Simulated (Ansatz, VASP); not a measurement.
# Ga in VASP and in Ansatz

INCAR

```
SYSTEM = Ga
  PREC = Accurate
  ENCUT = 520
  EDIFF = 1E-8
  ISMEAR = -1
  SIGMA = 0.08
  LREAL = .FALSE.
  LASPH = .TRUE.
  NELM = 100
  ALGO = Normal
  ISIF = 2
  LWAVE = .FALSE.
  LCHARG = .FALSE.
  LEFG = .TRUE.
  NBANDS = 20
```

File KPOINTS:

```
regular mesh
0
G
  12 12 10
  0 0 0
```

The input POSCAR:

```
Ga
1.0
    1.4548173111     -4.0785050826      0.0000000000
    1.4548173111      4.0785050826      0.0000000000
    0.0000000000      0.0000000000      3.1805316388
Ga
2
Direct
    0.8670000000      0.1330000000      0.2500000000
    0.1330000000      0.8670000000      0.7500000000
```

Input for Ansatz:

```yaml
crystal:
  lattice:
    - [1.4548173111, -4.0785050826, 0.0]
    - [1.4548173111, 4.0785050826, 0.0]
    - [0.0, 0.0, 3.1805316388]
  atoms:
    - { symbol: Ga, position: [0.867, 0.133, 0.25] }
    - { symbol: Ga, position: [0.133, 0.867, 0.75] }
kpoints:
  mp_grid: { grid: [12, 12, 10] }
scf:
  occupations: { method: fermi_dirac, width: 0.08 }
hamiltonian:
  xc: lda
  pseudopotentials: { kind: paw }
output:
  forces: true
  stress: true
  eigenvalues: true
  efg: { contact_densities: true }
```

Change from the starting cell: volume scaled by 1.01, PAW files.

Alike in both runs: task electric field gradients; functional LDA; k mesh 12 × 12 × 10; occupations fermi-dirac, width 0.08 eV; no spin polarisation.

|  | VASP | Ansatz |
| --- | --- | --- |
| version | VASP 6.6.1 | Ansatz 0.2.0 |
| potentials or method | VASP PAW LDA potentials, release 64 (Ga_d) | PAW with Ansatz's default frozen-core files, scalar-relativistic |
| plane-wave cutoff (eV) | 520 | 420 |
| valence electrons in the cell | 26 | 26 |

|  | VASP | Ansatz | Ansatz less VASP |
| --- | --- | --- | --- |
| pressure (GPa) | -4.2 | -4.3 | -0.08 |
| traceless stress, the component that is largest in VASP (GPa) | -1.98 | -1.96 | +0.013 |
| rms of the force components (eV/Å) | 0.101 | 0.100 | -0.0014 |
| size of Vzz on the site where it differs most (V/Å²) | 27.3 | 28.1 | +0.80 |

LDA's correlation is that of Perdew and Zunger in VASP and of Perdew and Wang (1992) in Ansatz. Atom by atom the forces differ by 0.001 eV/Å (rms over components).
